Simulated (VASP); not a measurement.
# SnTe2 (R-3m) in VASP: further runs

The runs below take SnTe2 through single point, with PBEsol.

Everything below comes from runs of VASP 6.6.1. Logs are shortened: lines on timing, memory, paths and dates and some standing lists are left out, and cuts for length are marked.

## Step 1: The cell of the first run

Symmetry: R-3m, No. 166, trigonal system. Conventional cell: a = 4.177 Å, b = 4.177 Å, c = 18.873 Å, α = 90.00°, β = 90.00°, γ = 120.00°. Within 3.9 Å of Sn (site symmetry -3m) lie 6 Te at 2.97 Å. Within 3.9 Å of Te (site symmetry 3m) lie 3 Sn at 2.97 Å and 3 Te at 3.71 Å.

## Step 2: Single point, PBEsol

File INCAR:

```
SYSTEM = SnTe2
PREC     = Accurate       ! precision mode
ENCUT    = 520            ! plane-wave cutoff, eV
EDIFF    = 1E-6           ! SCF threshold, eV
ISMEAR   = -1             ! smearing method
SIGMA    = 0.02           ! smearing width, eV
LREAL    = .FALSE.        ! projectors in reciprocal space
LASPH    = .TRUE.         ! aspherical terms in the spheres
NELM     = 60             ! most SCF steps
ALGO     = Normal         ! electronic algorithm
ISIF     = 2              ! what is computed and relaxed
LWAVE    = .FALSE.        ! write WAVECAR
LCHARG   = .FALSE.        ! write CHGCAR
GGA      = PS             ! functional
NBANDS   = 20             ! bands
```

File KPOINTS:

```
Automatic mesh
0
G
  4 4 4
  0 0 0
```

File POSCAR:

```
SnTe2
1.0
    2.0883103927      1.2056865674      6.2909642825
   -2.0883103927      1.2056865674      6.2909642825
    0.0000000000     -2.4113731348      6.2909642825
Sn Te
1 2
Direct
    0.0000000000      0.0000000000      0.0000000000
    0.2413664390      0.2413664390      0.2413664390
    0.7586335610      0.7586335610      0.7586335610
```

Potentials or basis: VASP PAW PBE potentials, release 64 (Sn_d, Te).

Started as:

```bash
cat potpaw_PBE.64/Sn_d/POTCAR potpaw_PBE.64/Te/POTCAR > POTCAR
mpirun -np 1 vasp_std > vasp.out
```

OUTCAR:

```text
SYSTEM = SnTe2
   PREC = Accurate
   ENCUT = 520
   EDIFF = 1E-6
   ISMEAR = -1
   LREAL = .FALSE.
   LASPH = .TRUE.
   NELM = 60
   ISIF = 2
   GGA = PS

 ion  position               nearest neighbor table
   1  0.000  0.000  0.000-   3 2.97   3 2.97   2 2.97   2 2.97   3 2.97   2 2.97
   2  0.241  0.241  0.241-   1 2.97   1 2.97   1 2.97
   3  0.759  0.759  0.759-   1 2.97   1 2.97   1 2.97

  LATTYP: Found a trigonal (rhomboedric) cell.
 ALAT       =     6.7372807570
 COS(alpha) =     0.8078453919

  Lattice vectors:

 A1 = (   2.0883103927,   1.2056865674,   6.2909642825)
 A2 = (  -2.0883103927,   1.2056865674,   6.2909642825)
 A3 = (   0.0000000000,  -2.4113731348,   6.2909642825)

Analysis of symmetry for initial positions (statically):
=====================================================================
 Subroutine PRICEL returns:
 Original cell was already a primitive cell.

 Routine SETGRP: Setting up the symmetry group for a
 trigonal (rhombohedral) supercell.

 Subroutine GETGRP returns: Found 12 space group operations
 (whereof 12 operations were pure point group operations)
 out of a pool of 12 trial point group operations.

The static configuration has the point symmetry D_3d.

Analysis of symmetry for dynamics (positions and initial velocities):
=====================================================================
 Subroutine PRICEL returns:
 Original cell was already a primitive cell.

 Routine SETGRP: Setting up the symmetry group for a
 trigonal (rhombohedral) supercell.

 Subroutine GETGRP returns: Found 12 space group operations
 (whereof 12 operations were pure point group operations)
 out of a pool of 12 trial point group operations.

The dynamic configuration has the point symmetry D_3d.

 Subroutine INISYM returns: Found 12 space group operations
 (whereof 12 operations are pure point group operations),
 and found     1 'primitive' translations

----------------------------------------------------------------------------------------

                                     Primitive cell

  volume of cell :      95.0381

  direct lattice vectors                    reciprocal lattice vectors
     2.088310393  1.205686567  6.290964283     0.239428009  0.138233826  0.052986048
[... 69 lines left out ...]
   ICHARG =      2    charge: 1-file 2-atom 10-const
   ISPIN  =      1    spin polarized calculation?
   LNONCOLLINEAR =      F non collinear calculations
   LSORBIT =      F    spin-orbit coupling
   LASPH  =      T    aspherical Exc in radial PAW
   ENCUT  =  520.0 eV  38.22 Ry    6.18 a.u.  12.53 12.53 12.53*2*pi/ulx,y,z
   NELM   =     60;   NELMIN=  2; NELMDL= -5     # of ELM steps
   EDIFF  = 0.1E-05   stopping-criterion for ELM
   LREAL  =      F    real-space projection
   EDIFFG = 0.1E-04   stopping-criterion for IOM
   NSW    =      0    number of steps for IOM
   IBRION =     -1    ionic relax: 0-MD 1-quasi-New 2-CG
   NFREE  =      0    steps in history (QN), initial steepest desc. (CG)
   ISIF   =      2    stress and relaxation
   ISYM   =      2    0-nonsym 1-usesym 2-fastsym
   POTIM  = 0.5000    time-step for ionic-motion
   TEBEG  =    0.0;   TEEND  =   0.0 temperature during run
   PSTRESS=    0.0 pullay stress
   NELECT =      26.0000    total number of electrons
   NUPDOWN=      -1.0000    fix difference up-down
   EMIN   =  10.00;   EMAX   =-10.00  energy-range for DOS
   EFERMI =   0.00;   METHOD = LEGACY
   ISMEAR =    -1;   SIGMA  =   0.02  broadening in eV -4-tet -1-fermi 0-gaus
   EFERMI_NEDOS =   21; number of points for ismear=-14 and -15
   IALGO  =     38    algorithm
   IMIX   =      4    mixing-type and parameters
     AMIX     =   0.40;   BMIX     =  1.00
     AMIX_MAG =   1.60;   BMIX_MAG =  1.00
  volume/ion in A,a.u.               =      31.68       213.78
  Fermi-wavevector in a.u.,A,eV,Ry     =   1.062755  2.008316 15.367086  1.129449
  Thomas-Fermi vector in A             =   2.198217
   LORBIT       =      0    0 simple, 1 ext, 2 COOP (PROOUT), +10 PAW based schemes
   GGA     = PS    functional components
   LHFCALC =     F    Hartree Fock is set to
   AEXX    =    0.0000 exact exchange contribution
   IVDW    =     0    specifies the selected vdW correction
   LEPSILON=     F    determine dielectric tensor
   LRPA    =     F    only Hartree local field effects (RPA)
 non-spin polarized calculation
  energy-cutoff  :      520.00
  volume of cell :       95.04
 maximum number of plane-waves:      2585
   NGX = 25   NGY = 25   NGZ = 25

 number of electron      26.0000003 magnetization

 Free energy of the ion-electron system (eV)
  ---------------------------------------------------
  ext. energy  EPLUGINS =         0.00000000
  ---------------------------------------------------
  free energy    TOTEN  =       -11.48035680 eV

  energy without entropy =      -11.47824580  energy(sigma->0) =      -11.47930130

 E-fermi :   5.9535     XC(G=0):  -9.5330

 val. band max:        5.9205895668   @ k =   0.5000   0.5000   0.2500
 cond. band min:       6.0320327071   @ k =   0.5000   0.5000   0.0000
 fundamental gap:      0.1114431403
 Fermi energy:         5.9535410311

 k-point     1 :       0.0000    0.0000    0.0000
  band No.  band energies     occupation
      1     -15.4419      2.00000
      2     -15.4419      2.00000
      3     -15.4217      2.00000
      4     -15.4151      2.00000
      5     -15.4151      2.00000
      6      -6.5876      2.00000
[... 288 lines left out ...]
     19      12.8318      0.00000
     20      12.8318      0.00000

------------------------ aborting loop because EDIFF is reached ----------------------------------------

  FORCE on cell =-STRESS in cart. coord.  units (eV):
  Direction    XX          YY          ZZ          XY          YZ          ZX
  --------------------------------------------------------------------------------------
  -------------------------------------------------------------------------------------
  Total        0.2749882      0.2749882     -1.0813577      0.0000000     -0.0000000      0.0000000
  in kB        4.6358208      4.6358208    -18.2298040      0.0000000     -0.0000000      0.0000000
  external PRESSURE =      -2.9860542 kB  Pullay stress =       0.0000000 kB

 VOLUME and BASIS-vectors are now :
 -----------------------------------------------------------------------------
  energy-cutoff  :      520.00
  volume of cell :       95.04
      direct lattice vectors                 reciprocal lattice vectors
     2.088310393  1.205686567  6.290964283     0.239428009  0.138233826  0.052986048
    -2.088310393  1.205686567  6.290964283    -0.239428009  0.138233826  0.052986048
     0.000000000 -2.411373135  6.290964283     0.000000000 -0.276467651  0.052986048

 POSITION                                       TOTAL-FORCE (eV/Angst)
 -----------------------------------------------------------------------------------
      0.00000      0.00000      0.00000         0.000000     -0.000000      0.000000
      0.00000      0.00000      4.55528         0.000000     -0.000000     -0.077929
      0.00000      0.00000     14.31761         0.000000      0.000000      0.077929
 -----------------------------------------------------------------------------------
    total drift:                                0.000000      0.000000      0.000000

  FREE ENERGIE OF THE ION-ELECTRON SYSTEM (eV)
  ---------------------------------------------------
  free  energy   TOTEN  =       -11.4803568028 eV

  energy  without entropy=      -11.4782457978  energy(sigma->0) =      -11.47930130
```

Wall time 25 s (1 thread of Intel Xeon 6975P-C (Granite Rapids), shared host); peak memory 0.33 GiB.

Results:

```
Free energy            : -11.4804 eV
Pressure               : -0.3 GPa
Largest force          : 0.078 eV/Å
Band gap on the k mesh : zero (band 13 reaches 6.17 eV, above the bottom of band 14 at 5.69 eV)
```

Forces on the atoms (eV/Å):
```
Sn   0.000  0.000  0.000
Te   0.000  0.000 -0.078
Te   0.000  0.000  0.078
```

Stress tensor (GPa, compression positive):
```
 0.46  0.00  0.00
 0.00  0.46  0.00
 0.00  0.00 -1.82
```

Levels at points of the mesh, in eV from the Fermi level:
| k point | band 10 | band 11 | band 12 | band 13 | band 14 | band 15 | band 16 | band 17 |
| --- | --- | --- | --- | --- | --- | --- | --- | --- |
| (0.00, 0.00, 0.00) | -0.65 | -0.62 | -0.62 | -0.07 | -0.05 | 2.44 | 2.91 | 2.91 |
| (0.50, 0.00, 0.00) | -2.96 | -2.29 | -2.27 | -1.20 | 0.38 | 2.38 | 4.87 | 5.62 |
| (0.50, 0.50, 0.00) | -2.73 | -2.09 | -1.22 | -0.19 | 0.08 | 2.78 | 3.39 | 3.51 |
| (0.50, 0.50, 0.50) | -1.06 | -1.06 | -0.17 | -0.17 | 1.85 | 2.25 | 2.98 | 2.98 |

Caveat: the k points lie up to 0.44 Å⁻¹ apart; the PAW data sets were made with another functional, which shifts forces and pressure a little; spin-orbit coupling is left out, which moves the levels of the heavy elements.

## Step 3: Single point, PBEsol

File INCAR:

```
ALGO     = Normal         # electronic algorithm
EDIFF    = 1E-6           # SCF threshold, eV
ENCUT    = 520            # plane-wave cutoff, eV
GGA      = PS             # functional
ISIF     = 2              # what is computed and relaxed
ISMEAR   = -1             # smearing method
LASPH    = True           # aspherical terms in the spheres
LCHARG   = True           # write CHGCAR
LELF     = True           # ELF
LREAL    = False          # projectors in reciprocal space
LVHAR    = True         
LWAVE    = False          # write WAVECAR
NBANDS   = 20             # bands
NELM     = 100            # most SCF steps
PREC     = Accurate       # precision mode
SIGMA    = 0.02           # smearing width, eV
```

File KPOINTS:

```
k-points
0
Gamma
  6 6 6
```

POSCAR is that of step 2.

Potentials or basis: VASP PAW PBE potentials, release 64 (Sn_d, Te).

Started as:

```bash
cat potpaw_PBE.64/Sn_d/POTCAR potpaw_PBE.64/Te/POTCAR > POTCAR
mpirun -np 1 vasp_std > vasp.out
```

Run time: 56 s. Hardware: 1 thread of Intel Xeon 6975P-C (Granite Rapids), shared host; peak memory 0.36 GiB.

It converged, with:

| Item | Value |
| --- | --- |
| Free energy | -11.5646 eV |
| Pressure | -0.6 GPa |
| Largest force | 0.329 eV/Å |
| Band gap on the k mesh | zero (band 13 reaches 6.25 eV, above the bottom of band 14 at 5.49 eV) |

Forces on the atoms (eV/Å):
```
Sn   0.000  0.000  0.000
Te   0.000  0.000 -0.329
Te   0.000  0.000  0.329
```

Stress tensor (GPa, compression positive):
```
-0.63  0.00  0.00
 0.00 -0.63  0.00
 0.00  0.00 -0.42
```

Levels at points of the mesh, in eV from the Fermi level:
```csv
k point,band 10,band 11,band 12,band 13,band 14,band 15,band 16,band 17
"(0.00, 0.00, 0.00)",-0.61,-0.58,-0.58,-0.01,-0.01,2.48,2.96,2.96
"(0.50, 0.00, 0.00)",-2.90,-2.25,-2.22,-1.15,0.42,2.43,4.91,5.67
"(0.50, 0.50, 0.00)",-2.69,-2.04,-1.17,-0.16,0.13,2.82,3.44,3.56
"(0.50, 0.50, 0.50)",-1.02,-1.02,-0.13,-0.13,1.90,2.29,3.03,3.03
```

Caveat: the PAW data sets were made with another functional, which shifts forces and pressure a little; spin-orbit coupling is left out, which moves the levels of the heavy elements.

(Part 1 of 2 ends here.)
